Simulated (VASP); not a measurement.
# La (Im-3m) in VASP: a series of runs

Runs on La. Level: PBE. Tasks: density of states.

Everything below comes from runs of VASP 6.6.1. Logs are shortened: lines on timing, memory, paths and dates and some standing lists are left out, and cuts for length are marked.

### Step 1. The cell of the first run

The structure is cubic, space group Im-3m (No. 229). Conventional cell: a = 3.567 Å, b = 3.567 Å, c = 3.567 Å, α = 90.00°, β = 90.00°, γ = 90.00°. La (site symmetry m-3m) has 14 La at 3.09 to 3.57 Å within 4.1 Å.

### Step 2. Density of states, PBE (volume scaled by 0.6)

POSCAR reads:

```
La
1.0
   -1.7834271145      1.7834271145      1.7834271145
    1.7834271145     -1.7834271145      1.7834271145
    1.7834271145      1.7834271145     -1.7834271145
La
1
Direct
    0.0000000000      0.0000000000      0.0000000000
```

INCAR.step1 reads:

```
ALGO = Normal ; EDIFF = 1E-6
ENCUT = 520 ; GGA = PE
ISIF = 2 ; ISMEAR = -1
LASPH = T ; LCHARG = T
LMAXMIX = 6 ; LREAL = F
LWAVE = F ; NBANDS = 12
NELM = 60 ; PREC = Accurate
SIGMA = 0.08
```

KPOINTS.step1 reads:

```
k-points
0
Gamma
  13 13 13
```

INCAR.step2 reads:

```
ALGO = Normal ; EDIFF = 1E-6
ENCUT = 520 ; GGA = PE
ICHARG = 11 ; ISIF = 2
ISMEAR = -5 ; LASPH = T
LCHARG = F ; LMAXMIX = 6
LORBIT = 11 ; LREAL = F
LWAVE = F ; NEDOS = 2001
NELM = 60 ; PREC = Accurate
SIGMA = 0.08
```

KPOINTS.step2 reads:

```
k-points
0
Gamma
  20 20 20
```

Potentials or basis: VASP PAW PBE potentials, release 64 (La).

Command:

```
$ cat potpaw_PBE.64/La/POTCAR > POTCAR
$ cp INCAR.step1 INCAR
$ cp KPOINTS.step1 KPOINTS
$ mpirun -np 1 vasp_std > vasp.out
$ cp INCAR.step2 INCAR
$ cp KPOINTS.step2 KPOINTS
$ mpirun -np 1 vasp_std > vasp.out
```

OUTCAR:

```text
EDIFF = 1E-6
   ENCUT = 520
   GGA = PE
   ICHARG = 11
   ISIF = 2
   ISMEAR = -5
   LASPH = T
   LORBIT = 11
   LREAL = F
   NELM = 60
   PREC = Accurate

 ion  position               nearest neighbor table
   1  0.000  0.000  0.000-

  LATTYP: Found a body centered cubic cell.
 ALAT       =     3.5668542290

  Lattice vectors:

 A1 = (  -1.7834271145,   1.7834271145,   1.7834271145)
 A2 = (   1.7834271145,  -1.7834271145,   1.7834271145)
 A3 = (   1.7834271145,   1.7834271145,  -1.7834271145)

Analysis of symmetry for initial positions (statically):
=====================================================================
 Subroutine PRICEL returns:
 Original cell was already a primitive cell.

 Routine SETGRP: Setting up the symmetry group for a
 body centered cubic supercell.

 Subroutine GETGRP returns: Found 48 space group operations
 (whereof 48 operations were pure point group operations)
 out of a pool of 48 trial point group operations.

The static configuration has the point symmetry O_h .

Analysis of symmetry for dynamics (positions and initial velocities):
=====================================================================
 Subroutine PRICEL returns:
 Original cell was already a primitive cell.

 Routine SETGRP: Setting up the symmetry group for a
 body centered cubic supercell.

 Subroutine GETGRP returns: Found 48 space group operations
 (whereof 48 operations were pure point group operations)
 out of a pool of 48 trial point group operations.

The dynamic configuration has the point symmetry O_h .

 Subroutine INISYM returns: Found 48 space group operations
 (whereof 48 operations are pure point group operations),
 and found     1 'primitive' translations

----------------------------------------------------------------------------------------

                                     Primitive cell

  volume of cell :      22.6896

  direct lattice vectors                    reciprocal lattice vectors
    -1.783427115  1.783427115  1.783427115     0.000000000  0.280359088  0.280359088
     1.783427115 -1.783427115  1.783427115     0.280359088  0.000000000  0.280359088
     1.783427115  1.783427115 -1.783427115     0.280359088  0.280359088  0.000000000

  length of vectors
     3.088986374  3.088986374  3.088986374     0.396487625  0.396487625  0.396487625

  position of ions in fractional coordinates (direct lattice)
     0.000000000  0.000000000  0.000000000

  ion indices of the primitive-cell ions
   primitive index   ion index
                 1           1

----------------------------------------------------------------------------------------

 KPOINTS: k-points

Automatic generation of k-mesh.
 Grid dimensions read from file:
 generate k-points for:   20   20   20

 Generating k-lattice:

  Cartesian coordinates                     Fractional coordinates (reciprocal lattice)
     0.000000000  0.014017954  0.014017954     0.050000000  0.000000000  0.000000000
     0.014017954  0.000000000  0.014017954     0.000000000  0.050000000  0.000000000
     0.014017954  0.014017954  0.000000000     0.000000000  0.000000000  0.050000000

  Length of vectors
     0.019824381  0.019824381  0.019824381

  Shift w.r.t. Gamma in fractional coordinates (k-lattice)
     0.000000000  0.000000000  0.000000000

 TETIRR: Found   9408 inequivalent tetrahedra from    48000

 Subroutine IBZKPT returns following result:
 ===========================================

 Found    256 irreducible k-points:

 Following reciprocal coordinates:
            Coordinates               Weight
  0.000000  0.000000  0.000000      1.000000
  0.050000  0.000000  0.000000     12.000000
  0.100000  0.000000  0.000000     12.000000
  0.150000  0.000000  0.000000     12.000000
  0.200000  0.000000  0.000000     12.000000
  0.250000  0.000000  0.000000     12.000000
[... 16 lines left out ...]
  0.200000  0.100000  0.000000     48.000000
  0.250000  0.100000  0.000000     48.000000
 [... further k-points ...]
   k-points           NKPTS =    256   k-points in BZ     NKDIM =    256   number of bands    NBANDS=      9
   number of dos      NEDOS =   2001   number of ions     NIONS =      1
   total plane-waves  NPLWV =  13824
   dimension x,y,z NGX =    24 NGY =   24 NGZ =   24
   dimension x,y,z NGXF=    48 NGYF=   48 NGZF=   48
   ions per type =               1
   NGX,Y,Z   is equivalent  to a cutoff of  12.92, 12.92, 12.92 a.u.
   NGXF,Y,Z  is equivalent  to a cutoff of  25.83, 25.83, 25.83 a.u.
 SYSTEM =  unknown system
   PREC   = accura    normal or accurate (medium, high low for compatibility)
   ISTART =      0    job   : 0-new  1-cont  2-samecut
   ICHARG =     11    charge: 1-file 2-atom 10-const
   ISPIN  =      1    spin polarized calculation?
   LNONCOLLINEAR =      F non collinear calculations
   LSORBIT =      F    spin-orbit coupling
   LASPH  =      T    aspherical Exc in radial PAW
   ENCUT  =  520.0 eV  38.22 Ry    6.18 a.u.   5.74  5.74  5.74*2*pi/ulx,y,z
   NELM   =     60;   NELMIN=  2; NELMDL=  0     # of ELM steps
   EDIFF  = 0.1E-05   stopping-criterion for ELM
   LREAL  =      F    real-space projection
[... 7 lines left out ...]
   TEBEG  =    0.0;   TEEND  =   0.0 temperature during run
   PSTRESS=    0.0 pullay stress
   NELECT =      11.0000    total number of electrons
   NUPDOWN=      -1.0000    fix difference up-down
   EMIN   =  10.00;   EMAX   =-10.00  energy-range for DOS
   EFERMI =   0.00;   METHOD = LEGACY
   ISMEAR =    -5;   SIGMA  =   0.08  broadening in eV -4-tet -1-fermi 0-gaus
   EFERMI_NEDOS =   21; number of points for ismear=-14 and -15
   IALGO  =     38    algorithm
   IMIX   =      4    mixing-type and parameters
     AMIX     =   0.40;   BMIX     =  1.00
     AMIX_MAG =   1.60;   BMIX_MAG =  1.00
  volume/ion in A,a.u.               =      22.69       153.12
  Fermi-wavevector in a.u.,A,eV,Ry     =   1.286067  2.430315 22.503616  1.653969
  Thomas-Fermi vector in A             =   2.418164
   LORBIT       =     11    0 simple, 1 ext, 2 COOP (PROOUT), +10 PAW based schemes
   GGA     = PE    functional components
   LHFCALC =     F    Hartree Fock is set to
   AEXX    =    0.0000 exact exchange contribution
   IVDW    =     0    specifies the selected vdW correction
   LEPSILON=     F    determine dielectric tensor
   LRPA    =     F    only Hartree local field effects (RPA)
 non-spin polarized calculation
 Fermi weights with tetrahedron method with Bloechl corrections
  energy-cutoff  :      520.00
  volume of cell :       22.69
 maximum number of plane-waves:       629

 number of electron      11.0000002 magnetization

 Free energy of the ion-electron system (eV)
  ---------------------------------------------------
  ext. energy  EPLUGINS =         0.00000000
  ---------------------------------------------------
  free energy    TOTEN  =        -3.87146551 eV

  energy without entropy =       -3.87146551  energy(sigma->0) =       -3.87146551

 E-fermi :  13.5759     XC(G=0): -11.7643

 val. band max:       13.6728252231   @ k =   0.1500   0.1500   0.1500
 cond. band min:      13.4874890163   @ k =  -0.4000  -0.4000   0.1500
 fundamental gap:     -0.1853362068
 Fermi energy:        13.5758696200

 k-point     1 :       0.0000    0.0000    0.0000
  band No.  band energies     occupation
      1     -19.3146      2.00000
      2      -0.1519      2.00000
      3      -0.1519      2.00000
      4      -0.1519      2.00000
      5      12.1566      2.00000
      6      15.4801      0.00000
      7      15.4801      0.00000
      8      15.4803      0.00000
      9      15.6060      0.00000

 k-point     2 :       0.0500    0.0000    0.0000
  band No.  band energies     occupation
      1     -19.2896      2.00000
      2      -0.3038      2.00000
      3      -0.1950      2.00000
      4      -0.1559      2.00000
      5      12.3196      2.00000
      6      15.1237      0.00000
      7      15.1433      0.00000
      8      15.4694      0.00000
      9      15.7539      0.00000

 k-point     3 :       0.1000    0.0000    0.0000
  band No.  band energies     occupation
      1     -19.2160      2.00000
      2      -0.7259      2.00000
      3      -0.3174      2.00000
      4      -0.1676      2.00000
      5      12.7240      2.00000
      6      14.7268      0.00000
      7      14.7339      0.00000
      8      15.4432      0.00000
      9      15.9773      0.00000

 k-point     4 :       0.1500    0.0000    0.0000
  band No.  band energies     occupation
      1     -19.0984      2.00000
      2      -1.3381      2.00000
      3      -0.5012      2.00000
      4      -0.1861      2.00000
      5      13.0279      2.00000
      6      14.3244      0.00000
      7      14.6056      0.00000
      8      15.4162      0.00000
      9      16.2112      0.00000
[... 205 lines left out ...]
 k-point    22 :       0.1500    0.1000   -0.0000
  band No.  band energies     occupation
      1     -18.8824      2.00000
      2      -2.2500      2.00000
      3      -0.7653      2.00000
      4      -0.3692      2.00000
      5      13.1671      2.00215
      6      13.8181     -0.06333
      7      14.6942      0.00000
      8      15.4605      0.00000
      9      16.6472      0.00000

 k-point    23 :       0.2000    0.1000    0.0000
  band No.  band energies     occupation
      1     -18.7106      2.00000
      2      -2.8916      2.00000
      3      -1.0396      2.00000
      4      -0.4124      2.00000
      5      12.7539      2.00000
      6      13.5898      0.86207
      7      15.0750      0.00000
      8      15.6434      0.00000
      9      16.4455      0.00000

 k-point    24 :       0.2500    0.1000    0.0000
  band No.  band energies     occupation
      1     -18.5305      2.00000
      2      -3.5047      2.00000
      3      -1.3065      2.00000
      4      -0.4506      2.00000
      5      12.3344      2.00000
      6      13.3862      2.05791
      7      15.2532      0.00000
      8      15.9349      0.00000
      9      16.4685      0.00000

 [... further k-points ...]
[... 5 lines left out ...]
  --------------------------------------------------------------------------------------
  -------------------------------------------------------------------------------------
  Total        3.7843056      3.7843056      3.7843056      0.0000000      0.0000000      0.0000000
  in kB      267.2210661    267.2210661    267.2210661      0.0000000      0.0000000      0.0000000
  external PRESSURE =     267.2210661 kB  Pullay stress =       0.0000000 kB

 VOLUME and BASIS-vectors are now :
 -----------------------------------------------------------------------------
  energy-cutoff  :      520.00
  volume of cell :       22.69
      direct lattice vectors                 reciprocal lattice vectors
    -1.783427115  1.783427115  1.783427115     0.000000000  0.280359088  0.280359088
     1.783427115 -1.783427115  1.783427115     0.280359088  0.000000000  0.280359088
     1.783427115  1.783427115 -1.783427115     0.280359088  0.280359088  0.000000000

 POSITION                                       TOTAL-FORCE (eV/Angst)
 -----------------------------------------------------------------------------------
      0.00000      0.00000      0.00000         0.000000     -0.000000      0.000000
 -----------------------------------------------------------------------------------
    total drift:                               -0.000000      0.000000     -0.000000

  FREE ENERGIE OF THE ION-ELECTRON SYSTEM (eV)
  ---------------------------------------------------
  free  energy   TOTEN  =        -3.8714655098 eV

  energy  without entropy=       -3.8714655098  energy(sigma->0) =       -3.87146551

 total charge

# of ion       s       p       d       f       tot
--------------------------------------------------
    1        2.053   5.468   1.496   0.230   9.248
```

Run time: 1.8 min. Hardware: 1 thread of AMD EPYC 7R43 (Zen 3), shared host; peak memory 0.18 GiB.

Results:

```
Valence electrons inside the program's atomic spheres : La 9.25
```

Caveat: spin-orbit coupling is left out, which moves the levels of the heavy elements; tetrahedron occupations give inexact forces and stress in metals.

(Continued in part 2 of 2.)
